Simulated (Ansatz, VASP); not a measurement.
One calculation of P, two programs

```
CELL_PARAMETERS angstrom
0.00000 1.81700 2.52790
1.63170 0.00000 2.52790
1.63170 1.81700 0.00000
ATOMIC_POSITIONS crystal
P 0.00000 0.00000 0.00000
```

Alike in both runs: task relaxation of cell and atoms; functional PBE; k mesh 24 × 24 × 24; occupations gaussian, width 0.1 eV; no spin polarisation.

```csv
,VASP,Ansatz
version,VASP 6.6.1,Ansatz 0.2.0
potentials or method,"VASP PAW PBE potentials, release 64 (P), cutoff 500 eV","scalar-relativistic, plane waves, PAW"
valence electrons in the cell,5,5
```

|  | VASP | Ansatz | Ansatz less VASP |
| --- | --- | --- | --- |
| gap on the k mesh at the Fermi level, each at its own relaxed structure (eV) | none | none | - |
| relaxed volume (Å³/atom) | 19.12 | 20.12 | +0.994 |
| relaxed cell length with the largest relative difference (Å) | 4.005 | 4.179 | +0.1734 |

A gap of «none» marks a metal or a gap that the smearing closes. One of these differences is far larger than is usual between the two programs; its cause wasn't traced.

Noted on VASP's run: the volume moved by over 15 % at a fixed basis, so the end points are rough.
